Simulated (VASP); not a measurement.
The system is Fe.

```
CELL_PARAMETERS angstrom
2.55376 0.00000 0.00000
-1.27688 2.21162 0.00000
0.00000 0.00000 8.34057
ATOMIC_POSITIONS crystal
Fe 0.00000 0.00000 0.00000
Fe 0.00000 0.00000 0.50000
Fe 0.33333 0.66667 0.25000
Fe 0.66667 0.33333 0.75000
```

This isn't the form of Fe at room conditions, which is bcc.

| Item | Value |
| --- | --- |
| Program | VASP 6.6.1 |
| Task | relaxation of cell and atoms |
| Functional | BLYP |
| Potentials or basis | VASP PAW PBE potentials, release 64 (Fe) |
| Cutoff | 600 eV |
| k mesh | 14 × 14 × 4 |
| Occupations | fermi-dirac, width 0.1 eV |
| Spin | no spin polarisation |

At the start: pressure -19.5 GPa; volume 11.78 Å³/atom.

**Question.** How do energy, volume and symmetry change on relaxing?

**Answer.** Over 9 steps the energy falls by 75.6 meV/atom and the volume is 10.68 Å³/atom (-9.4 %); space group P6_3/mmc (No. 194, to 0.1 Å) before and after.

The path:
| step | energy change (eV) | largest force (eV/Å) | pressure (GPa) | volume (Å³) |
| --- | --- | --- | --- | --- |
| 1 | 0.0000 | 0.0000 | -19.48 | 47.11 |
| 2 | 0.2042 | 0.0000 | 38.55 | 38.00 |
| 3 | -0.2999 | 0.0000 | -0.51 | 42.79 |
| 4 | -0.3001 | 0.0000 | 0.06 | 42.69 |
| 5 | -0.3001 | 0.0000 | 0.56 | 42.61 |
| 6 | -0.3022 | 0.0000 | 0.49 | 42.62 |
| 7 | -0.3022 | 0.0000 | 0.46 | 42.62 |
| 8 | -0.3021 | 0.0000 | -0.52 | 42.79 |
| 9 | -0.3023 | 0.0000 | 0.00 | 42.70 |

Final structure:
```
Fe
1.0
     2.48469    0.00000    0.00000
    -1.24234    2.15180    0.00000
     0.00000    0.00000    7.98691
Fe
4
Direct
  0.00000 0.00000 0.00000
  0.00000 0.00000 0.50000
  0.33333 0.66667 0.25000
  0.66667 0.33333 0.75000
```

Caveat: the highest band is partly filled, so the run has too few bands; the PAW data sets were made with another functional, which shifts forces and pressure a little; the run has no spin polarisation, though such a crystal can be magnetic.
